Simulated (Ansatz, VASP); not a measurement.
Given: the input of a run of Ansatz 0.2.0 on BAs.

input.yaml

```yaml
crystal:
  lattice:
    - [0.0, 2.3885, 2.3885]
    - [2.3885, 0.0, 2.3885]
    - [2.3885, 2.3885, 0.0]
  atoms:
    - { symbol: As, position: [0.75, 0.75, 0.75] }
    - { symbol: B, position: [0.0, 0.0, 0.0] }
kpoints:
  mp_grid: { grid: [7, 7, 7] }
scf:
  occupations: { method: fermi_dirac, width: 0.03 }
hamiltonian:
  xc: pbe
  pseudopotentials: { kind: all_electron, lapw: { basis_error: 0.002 } }
output:
  forces: true
  stress: true
  eigenvalues: true
```

Potentials or basis: all-electron LAPW, scalar-relativistic.

The run is started by

```sh
$ ansatz run input.yaml --threads 1 --pin off --max-ram 3072MiB --backend cpu --events-out ev --progress --plain --runs-dir out
```

Q: Set up the same calculation for VASP 6.6.1. Potentials there: VASP PAW PBE potentials, release 64 (As, B).

A: As run (the cutoff follows the program's own potentials):

Contents of INCAR:

```
  ALGO = Normal
  EDIFF = 1E-6
  ENCUT = 520
  GGA = PE
  ISIF = 2
  ISMEAR = -1
  LASPH = True
  LCHARG = True
  LELF = True
  LREAL = False
  LVHAR = True
  LWAVE = False
  NBANDS = 11
  NELM = 80
  PREC = Accurate
  SIGMA = 0.03
```

KPOINTS

```
k-points
0
Gamma
  7 7 7
```

Contents of POSCAR:

```
BAs
1.0
    0.0000000000      2.3885000000      2.3885000000
    2.3885000000      0.0000000000      2.3885000000
    2.3885000000      2.3885000000      0.0000000000
As B
1 1
Direct
    0.7500000000      0.7500000000      0.7500000000
    0.0000000000      0.0000000000      0.0000000000
```

Potentials or basis: VASP PAW PBE potentials, release 64 (As, B).

The run is started by

```bash
$ cat potpaw_PBE.64/As/POTCAR potpaw_PBE.64/B/POTCAR > POTCAR
$ mpirun -np 1 vasp_std > vasp.out
```

Both were run:

|  | VASP | Ansatz | Ansatz less VASP |
| --- | --- | --- | --- |
| gap on the k mesh at the Fermi level (eV) | 1.20 | 1.21 | +0.012 |
| least direct gap on the mesh (eV) | 3.28 | 3.28 | +0.008 |
| pressure (GPa) | 3.4 | 2.7 | -0.69 |

Ansatz ran all-electron here, and VASP with PAW potentials.
